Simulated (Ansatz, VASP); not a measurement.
## InSb in VASP and in Ansatz

Contents of POSCAR:

```
InSb
1.0
    0.0000000000      3.3451032779      3.3451032779
    3.3451032779      0.0000000000      3.3451032779
    3.3451032779      3.3451032779      0.0000000000
In Sb
1 1
Direct
    0.0000000000      0.0000000000      0.0000000000
    0.2500000000      0.2500000000      0.2500000000
```

File INCAR.step1:

```
PREC     = Accurate       # precision mode
ENCUT    = 520            # plane-wave cutoff, eV
ISMEAR   = -1             # smearing method
SIGMA    = 0.02           # smearing width, eV
LREAL    = False          # projectors in reciprocal space
LASPH    = True           # aspherical terms in the spheres
NELM     = 150            # most SCF steps
MAGMOM   = 0 0 0 0 0 0    # initial moments
LSORBIT  = True           # spin-orbit coupling
GGA_COMPAT= False        
NBANDS   = 30             # bands
GGA      = PE             # functional
ALGO     = Normal         # electronic algorithm
EDIFF    = 1E-4           # SCF threshold, eV
LWAVE    = True           # write WAVECAR
LCHARG   = False          # write CHGCAR
```

INCAR.step2

```
PREC     = Accurate       # precision mode
ENCUT    = 520            # plane-wave cutoff, eV
EDIFF    = 1E-7           # SCF threshold, eV
ISMEAR   = -1             # smearing method
SIGMA    = 0.02           # smearing width, eV
LREAL    = False          # projectors in reciprocal space
LASPH    = True           # aspherical terms in the spheres
NELM     = 150            # most SCF steps
ALGO     = Normal         # electronic algorithm
ISIF     = 2              # what is computed and relaxed
LWAVE    = False          # write WAVECAR
LCHARG   = True           # write CHGCAR
MAGMOM   = 0 0 0 0 0 0    # initial moments
LORBIT   = 11             # projections on sites
LSORBIT  = True           # spin-orbit coupling
GGA_COMPAT= False        
LORBMOM  = True         
METAGGA  = R2SCAN         # meta-GGA
LMIXTAU  = True         
LVHAR    = True         
NBANDS   = 30             # bands
ISTART   = 1
```

The input KPOINTS:

```
Automatic mesh
0
Gamma
  6 6 6
```

Input for Ansatz:

```yaml
crystal:
  lattice:
    - [0.0, 3.3451032779, 3.3451032779]
    - [3.3451032779, 0.0, 3.3451032779]
    - [3.3451032779, 3.3451032779, 0.0]
  atoms:
    - { symbol: In, position: [0.0, 0.0, 0.0] }
    - { symbol: Sb, position: [0.25, 0.25, 0.25] }
kpoints:
  mp_grid: { grid: [6, 6, 6] }
  band_path:
    path:
      - [0.0, 0.0, 0.0]
      - [-0.5, -0.5, 0.0]
      - [-0.375, -0.375, 0.25]
      - [-0.375, 0.0, 0.375]
      - [0.0, 0.0, 0.5]
      - [-0.5, -0.25, 0.25]
    npoints: 1
hamiltonian:
  xc: r2scan
scf:
  occupations: { method: fermi_dirac, width: 0.02 }
  n_extra_bands: 8
magnetization:
  noncollinear: true
  spin_orbit: true
output:
  forces: true
  stress: true
  eigenvalues: true
```

Change from the starting cell: hydrostatic strain +2.0%.

Alike in both runs: task single point; functional r2SCAN; k mesh 6 × 6 × 6; occupations fermi-dirac, width 0.02 eV; non-collinear spin, spin-orbit coupling.

|  | VASP | Ansatz |
| --- | --- | --- |
| version | VASP 6.6.1 | Ansatz 0.2.0 |
| potentials or method | VASP PAW PBE potentials, release 64 (In_d, Sb) | plane waves, PAW |
| plane-wave cutoff (eV) | 520 | 500 |
| valence electrons in the cell | 18 | 28 |

|  | VASP | Ansatz | Ansatz less VASP |
| --- | --- | --- | --- |
| pressure (GPa) | -2.2 | -2.2 | -0.03 |

VASP's potentials were made for PBE, not for r2SCAN. VASP's potentials hold 18 valence electrons a cell and Ansatz's 28, so a difference there can come from the potentials and not from the codes.
